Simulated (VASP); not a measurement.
# Al20P in VASP: single point with PBEsol

Aim: the single point of Al20P with PBEsol.

Program: VASP 6.6.1. These are calculated values, not measurements. Logs are shortened: lines on timing, memory, paths and dates and some standing lists are left out, and cuts for length are marked.

**1. The cell of the first run**

The cell holds a slab with vacuum, 21 atoms: a = 8.100 Å, b = 5.728 Å, c = 18.728 Å, α = 90.00°, β = 90.00°, γ = 90.00°.

**2. Single point, PBEsol**

The input, INCAR:

```
PREC = Accurate
ENCUT = 520
EDIFF = 1E-6
ISMEAR = -1
SIGMA = 0.1
LREAL = Auto
LASPH = T
NELM = 80
ALGO = Normal
ISIF = 2
LWAVE = F
LCHARG = T
GGA = PS
LELF = T
LVHAR = T
NBANDS = 48
```

The input, KPOINTS:

```
Automatic mesh
0
Gamma
  3 4 1
```

The input, POSCAR:

```
Al20P
1.0
    8.1000000000      0.0000000000      0.0000000000
    0.0000000000      5.7275650000      0.0000000000
    0.0000000000      0.0000000000     18.7275650000
Al P
20 1
Direct
    0.0000000000      0.0000000000      0.0533972249
    0.5000000000      0.0000000000      0.0533972249
    0.0000000000      0.5000000873      0.0533972249
    0.5000000000      0.5000000873      0.0533972249
    0.2500000000      0.2499999564      0.1298561772
    0.7500000000      0.2499999564      0.1298561772
    0.2500000000      0.7500000436      0.1298561772
    0.7500000000      0.7500000436      0.1298561772
    0.0029839506      0.0023523085      0.2015014232
    0.4969776543      0.0022557579      0.2014574239
   -0.0003551852      0.5045852819      0.2029977736
    0.5003087654      0.5045136982      0.2030285304
    0.2499343210      0.2538572674      0.2791829584
    0.7498354321      0.2245509217      0.2711578895
    0.2500506173      0.7606447068      0.2746926789
    0.7499823457      0.7407877519      0.2817011181
    0.0067523457      0.0040558248      0.3475057222
    0.4929992593      0.0034122703      0.3474486939
    0.0187481481      0.5163372218      0.3499978775
    0.4816358025      0.5154366646      0.3500290614
   -0.2494243210      0.3694152751      0.3879991873
```

Potentials or basis: VASP PAW PBE potentials, release 64 (Al, P).

Launch:

```
cat potpaw_PBE.64/Al/POTCAR potpaw_PBE.64/P/POTCAR > POTCAR
mpirun -np 1 vasp_std > vasp.out
```

OUTCAR:

```text
PREC = Accurate
   ENCUT = 520
   EDIFF = 1E-6
   ISMEAR = -1
   LREAL = Auto
   LASPH = T
   NELM = 80
   ISIF = 2
   GGA = PS

 ion  position               nearest neighbor table
   1  0.000  0.000  0.053-   9 2.77   6 2.86   7 2.86   8 2.86   5 2.86   3 2.86   3 2.86
   2  0.500  0.000  0.053-  10 2.77   6 2.86   7 2.86   8 2.86   5 2.86   4 2.86   4 2.86
   3  0.000  0.500  0.053-  11 2.80   8 2.86   7 2.86   1 2.86   6 2.86   5 2.86   1 2.86
   4  0.500  0.500  0.053-  12 2.80   8 2.86   7 2.86   2 2.86   6 2.86   5 2.86   2 2.86
   5  0.250  0.250  0.130-  10 2.80   9 2.80  13 2.80  12 2.85  11 2.85   2 2.86   1 2.86   7 2.86
                             3 2.86   4 2.86   7 2.86
   6  0.750  0.250  0.130-  14 2.65   9 2.83  10 2.83  11 2.84  12 2.84   2 2.86   1 2.86   8 2.86
                             3 2.86   4 2.86   8 2.86
   7  0.250  0.750  0.130-  15 2.71  10 2.81   9 2.81  11 2.82  12 2.82   4 2.86   3 2.86   2 2.86
                             1 2.86   5 2.86   5 2.86
   8  0.750  0.750  0.130-  11 2.82  12 2.82  10 2.84   9 2.84  16 2.84   4 2.86   3 2.86   2 2.86
                             1 2.86   6 2.86   6 2.86
   9  0.003  0.002  0.202-  17 2.73  14 2.74   1 2.77  15 2.79   5 2.80   7 2.81   6 2.83   8 2.84
                            11 2.85  13 2.86  11 2.88  16 2.95
  10  0.497  0.002  0.201-  18 2.73  14 2.74   2 2.77  15 2.79   5 2.80   7 2.81   6 2.83   8 2.84
                            12 2.85  13 2.86  12 2.88  16 2.95
  11  1.000  0.505  0.203-  19 2.76   3 2.80   8 2.82   7 2.82  15 2.84   6 2.84  16 2.84   5 2.85
                             9 2.85  13 2.86   9 2.88  14 2.88
  12  0.500  0.505  0.203-  20 2.76   4 2.80   8 2.82   7 2.82  15 2.84  16 2.84   6 2.84   5 2.85
                            10 2.85  13 2.86  10 2.88  14 2.88
  13  0.250  0.254  0.279-  19 2.74  20 2.74  17 2.75  18 2.75   5 2.80  15 2.83   9 2.86  10 2.86
                            12 2.86  11 2.86  15 2.90
  14  0.750  0.225  0.271-  21 2.34   6 2.65  10 2.74   9 2.74  16 2.78  17 2.82  18 2.82  12 2.88
                            11 2.88  16 2.96  20 3.11  19 3.12
  15  0.250  0.761  0.275-   7 2.71  19 2.73  20 2.74  18 2.77  17 2.77  10 2.79   9 2.79  13 2.83
                            12 2.84  11 2.84  13 2.90
  16  0.750  0.741  0.282-  14 2.78  19 2.83  20 2.83   8 2.84  12 2.84  11 2.84  18 2.85  17 2.85
                            21 2.91   9 2.95  10 2.95  14 2.96
  17  0.007  0.004  0.348-   9 2.73  13 2.75  15 2.77  19 2.80  14 2.82  16 2.85  19 2.94  21 3.04

  18  0.493  0.003  0.347-  10 2.73  13 2.75  15 2.77  20 2.80  14 2.82  16 2.85  20 2.93  21 3.05

  19  0.019  0.516  0.350-  21 2.44  15 2.73  13 2.74  11 2.76  17 2.80  16 2.83  17 2.94  14 3.12

  20  0.482  0.515  0.350-  21 2.44  15 2.74  13 2.74  12 2.76  18 2.80  16 2.83  18 2.93  14 3.11

  21  0.751  0.369  0.388-  14 2.34  19 2.44  20 2.44  16 2.91  17 3.04  18 3.05

  LATTYP: Found a simple orthorhombic cell.
 ALAT       =     5.7275650000
 B/A-ratio  =     1.4142135445
 C/A-ratio  =     3.2697254418

  Lattice vectors:

 A1 = (   0.0000000000,  -5.7275650000,   0.0000000000)
 A2 = (   8.1000000000,   0.0000000000,   0.0000000000)
 A3 = (   0.0000000000,   0.0000000000,  18.7275650000)

Analysis of symmetry for initial positions (statically):
=====================================================================
 Subroutine PRICEL returns:
 Original cell was already a primitive cell.

 Routine SETGRP: Setting up the symmetry group for a
 simple orthorhombic supercell.

 Subroutine GETGRP returns: Found  1 space group operations
 (whereof  1 operations were pure point group operations)
 out of a pool of  8 trial point group operations.

The static configuration has the point symmetry C_1 .

Analysis of symmetry for dynamics (positions and initial velocities):
=====================================================================
 Subroutine PRICEL returns:
 Original cell was already a primitive cell.

 Routine SETGRP: Setting up the symmetry group for a
 simple orthorhombic supercell.

 Subroutine GETGRP returns: Found  1 space group operations
 (whereof  1 operations were pure point group operations)
 out of a pool of  8 trial point group operations.

The dynamic configuration has the point symmetry C_1 .

 Subroutine INISYM returns: Found  1 space group operations
 (whereof  1 operations are pure point group operations),
 and found     1 'primitive' translations

----------------------------------------------------------------------------------------

                                     Primitive cell

  volume of cell :     868.8331

  direct lattice vectors                    reciprocal lattice vectors
     8.100000000  0.000000000  0.000000000     0.123456790  0.000000000  0.000000000
     0.000000000  5.727565000  0.000000000     0.000000000  0.174594265  0.000000000
     0.000000000  0.000000000 18.727565000     0.000000000  0.000000000  0.053397225

  length of vectors
     8.100000000  5.727565000 18.727565000     0.123456790  0.174594265  0.053397225

  position of ions in fractional coordinates (direct lattice)
     0.000000000  0.000000000  0.053397225
     0.500000000  0.000000000  0.053397225
     0.000000000  0.500000087  0.053397225
     0.500000000  0.500000087  0.053397225
     0.250000000  0.249999956  0.129856177
     0.750000000  0.249999956  0.129856177
[... 13 lines left out ...]
     0.481635803  0.515436665  0.350029061
     0.750575679  0.369415275  0.387999187

  ion indices of the primitive-cell ions
   primitive index   ion index
                 1           1
                 2           2
                 3           3
                 4           4
                 5           5
                 6           6
[... 13 lines left out ...]
                20          20
                21          21

----------------------------------------------------------------------------------------

 KPOINTS: Automatic mesh

Automatic generation of k-mesh.
 Grid dimensions read from file:
 generate k-points for:    3    4    1

 Generating k-lattice:

  Cartesian coordinates                     Fractional coordinates (reciprocal lattice)
     0.041152263  0.000000000  0.000000000     0.333333333  0.000000000  0.000000000
     0.000000000  0.043648566  0.000000000     0.000000000  0.250000000  0.000000000
     0.000000000  0.000000000  0.053397225     0.000000000  0.000000000  1.000000000

  Length of vectors
     0.041152263  0.043648566  0.053397225

  Shift w.r.t. Gamma in fractional coordinates (k-lattice)
     0.000000000  0.000000000  0.000000000

 Subroutine IBZKPT returns following result:
 ===========================================

 Found      7 irreducible k-points:

 Following reciprocal coordinates:
            Coordinates               Weight
  0.000000  0.000000  0.000000      1.000000
  0.333333  0.000000  0.000000      2.000000
  0.000000  0.250000  0.000000      2.000000
  0.333333  0.250000  0.000000      2.000000
 -0.333333  0.250000  0.000000      2.000000
  0.000000  0.500000  0.000000      1.000000
  0.333333  0.500000  0.000000      2.000000
   k-points           NKPTS =      7   k-points in BZ     NKDIM =      7   number of bands    NBANDS=     48
   number of dos      NEDOS =    301   number of ions     NIONS =     21
   total plane-waves  NPLWV = 403200
   dimension x,y,z NGX =    60 NGY =   48 NGZ =  140
   dimension x,y,z NGXF=   120 NGYF=   96 NGZF=  280
   ions per type =              20   1
   NGX,Y,Z   is equivalent  to a cutoff of  12.31, 13.93, 12.43 a.u.
   NGXF,Y,Z  is equivalent  to a cutoff of  24.63, 27.86, 24.86 a.u.
 SYSTEM =  unknown system
   PREC   = accura    normal or accurate (medium, high low for compatibility)
   ISTART =      0    job   : 0-new  1-cont  2-samecut
   ICHARG =      2    charge: 1-file 2-atom 10-const
   ISPIN  =      1    spin polarized calculation?
   LNONCOLLINEAR =      F non collinear calculations
   LSORBIT =      F    spin-orbit coupling
   LASPH  =      T    aspherical Exc in radial PAW
   ENCUT  =  520.0 eV  38.22 Ry    6.18 a.u.  15.06 10.65 34.82*2*pi/ulx,y,z
   NELM   =     80;   NELMIN=  2; NELMDL= -5     # of ELM steps
   EDIFF  = 0.1E-05   stopping-criterion for ELM
   LREAL  =      T    real-space projection
   EDIFFG = 0.1E-04   stopping-criterion for IOM
   NSW    =      0    number of steps for IOM
   IBRION =     -1    ionic relax: 0-MD 1-quasi-New 2-CG
   NFREE  =      0    steps in history (QN), initial steepest desc. (CG)
   ISIF   =      2    stress and relaxation
   ISYM   =      2    0-nonsym 1-usesym 2-fastsym
   POTIM  = 0.5000    time-step for ionic-motion
   TEBEG  =    0.0;   TEEND  =   0.0 temperature during run
   PSTRESS=    0.0 pullay stress
   NELECT =      65.0000    total number of electrons
   NUPDOWN=      -1.0000    fix difference up-down
   EMIN   =  10.00;   EMAX   =-10.00  energy-range for DOS
   EFERMI =   0.00;   METHOD = LEGACY
   ISMEAR =    -1;   SIGMA  =   0.10  broadening in eV -4-tet -1-fermi 0-gaus
   EFERMI_NEDOS =   21; number of points for ismear=-14 and -15
   IALGO  =     38    algorithm
   IMIX   =      4    mixing-type and parameters
     AMIX     =   0.40;   BMIX     =  1.00
     AMIX_MAG =   1.60;   BMIX_MAG =  1.00
  volume/ion in A,a.u.               =      41.37       279.20
  Fermi-wavevector in a.u.,A,eV,Ry     =   0.689817  1.303565  6.474296  0.475847
  Thomas-Fermi vector in A             =   1.771009
   LORBIT       =      0    0 simple, 1 ext, 2 COOP (PROOUT), +10 PAW based schemes
   GGA     = PS    functional components
   LHFCALC =     F    Hartree Fock is set to
   AEXX    =    0.0000 exact exchange contribution
   IVDW    =     0    specifies the selected vdW correction
   LEPSILON=     F    determine dielectric tensor
   LRPA    =     F    only Hartree local field effects (RPA)
 non-spin polarized calculation
  energy-cutoff  :      520.00
  volume of cell :      868.83
 maximum number of plane-waves:     23409
   NGX = 31   NGY = 21   NGZ = 69

 number of electron      65.0000000 magnetization

 Free energy of the ion-electron system (eV)
  ---------------------------------------------------
  ext. energy  EPLUGINS =         0.00000000
  ---------------------------------------------------
  free energy    TOTEN  =       -81.49175032 eV

  energy without entropy =      -81.19019118  energy(sigma->0) =      -81.34097075

 E-fermi :   0.7743     XC(G=0):  -5.0823

 val. band max:        0.7624818672   @ k =   0.3333   0.5000   0.0000
 cond. band min:       0.8358542153   @ k =   0.0000   0.5000   0.0000
 fundamental gap:      0.0733723481
 Fermi energy:         0.7742758812

 k-point     1 :       0.0000    0.0000    0.0000
  band No.  band energies     occupation
      1     -10.6958      2.00000
      2      -9.5626      2.00000
      3      -7.8589      2.00000
      4      -7.8025      2.00000
      5      -7.3387      2.00000
      6      -6.3991      2.00000
[... 36 lines left out ...]
     43       2.5400      0.00000
     44       2.9827      0.00000

 k-point     2 :       0.3333    0.0000    0.0000
  band No.  band energies     occupation
      1     -10.6373      2.00000
      2      -9.4486      2.00000
      3      -8.7878      2.00000
      4      -7.6189      2.00000
      5      -6.8526      2.00000
      6      -6.0635      2.00000
[... 227 lines left out ...]
 k-point     7 :       0.3333    0.5000    0.0000
  band No.  band energies     occupation
      1     -10.4396      2.00000
      2      -8.5880      2.00000
      3      -8.3420      2.00000
      4      -7.8526      2.00000
      5      -7.6810      2.00000
      6      -6.8258      2.00000
[... 36 lines left out ...]
     43       2.8184      0.00000
     44       3.0493      0.00000
 [bands above 44 left out]

------------------------ aborting loop because EDIFF is reached ----------------------------------------

  FORCE on cell =-STRESS in cart. coord.  units (eV):
  Direction    XX          YY          ZZ          XY          YZ          ZX
  --------------------------------------------------------------------------------------
  -------------------------------------------------------------------------------------
  Total       -1.7526298     -5.6726481     -1.8753298      0.0390418     -1.3141632      0.0082007
  in kB       -3.2319483    -10.4606837     -3.4582142      0.0719952     -2.4233913      0.0151225
  external PRESSURE =      -5.7169487 kB  Pullay stress =       0.0000000 kB

 VOLUME and BASIS-vectors are now :
 -----------------------------------------------------------------------------
  energy-cutoff  :      520.00
  volume of cell :      868.83
      direct lattice vectors                 reciprocal lattice vectors
     8.100000000  0.000000000  0.000000000     0.123456790  0.000000000  0.000000000
     0.000000000  5.727565000  0.000000000     0.000000000  0.174594265  0.000000000
     0.000000000  0.000000000 18.727565000     0.000000000  0.000000000  0.053397225

 POSITION                                       TOTAL-FORCE (eV/Angst)
 -----------------------------------------------------------------------------------
      0.00000      0.00000      1.00000         0.029924      0.094667      0.319175
      4.05000      0.00000      1.00000        -0.030325      0.092981      0.317428
      0.00000      2.86378      1.00000         0.035424     -0.012213      0.365579
      4.05000      2.86378      1.00000        -0.035853     -0.011995      0.367163
      2.02500      1.43189      2.43189         0.000461      0.018808     -0.231434
      6.07500      1.43189      2.43189         0.000683      0.106720     -0.468124
[... 13 lines left out ...]
      3.90125      2.95220      6.55519         0.056475      0.035957     -0.010843
      6.07966      2.11585      7.26628        -0.000830     -0.281434      0.048822
 -----------------------------------------------------------------------------------
    total drift:                               -0.002416     -0.003163     -0.004989

  FREE ENERGIE OF THE ION-ELECTRON SYSTEM (eV)
  ---------------------------------------------------
  free  energy   TOTEN  =       -81.4917503172 eV

  energy  without entropy=      -81.1901911767  energy(sigma->0) =      -81.34097075
```

Run time: 17 min. Hardware: 1 thread of Intel Xeon 8259CL, shared host; peak memory 0.83 GiB.

Results:

| Property | Result |
| --- | --- |
| Free energy | -81.4918 eV |
| Largest force | 0.492 eV/Å |
| Band gap on the k mesh | zero (an odd number of electrons rules out a gap without spin polarisation) |

Forces on the atoms (eV/Å):
```
Al   0.030  0.095  0.319
Al  -0.030  0.093  0.317
Al   0.035 -0.012  0.366
Al  -0.036 -0.012  0.367
Al   0.000  0.019 -0.231
Al   0.001  0.107 -0.468
Al   0.000 -0.120 -0.477
Al  -0.001  0.041 -0.194
Al   0.008  0.006 -0.008
Al  -0.007  0.005 -0.009
Al   0.005  0.008 -0.003
Al  -0.005  0.008 -0.004
Al   0.000  0.015  0.049
Al   0.000 -0.017 -0.072
Al   0.000  0.013  0.014
Al   0.000 -0.053 -0.001
Al  -0.060  0.010  0.005
Al   0.059  0.006  0.005
Al  -0.055  0.036 -0.012
Al   0.056  0.036 -0.011
P   -0.001 -0.281  0.049
```

Caveat: the PAW data sets were made with another functional, which shifts forces and pressure a little.
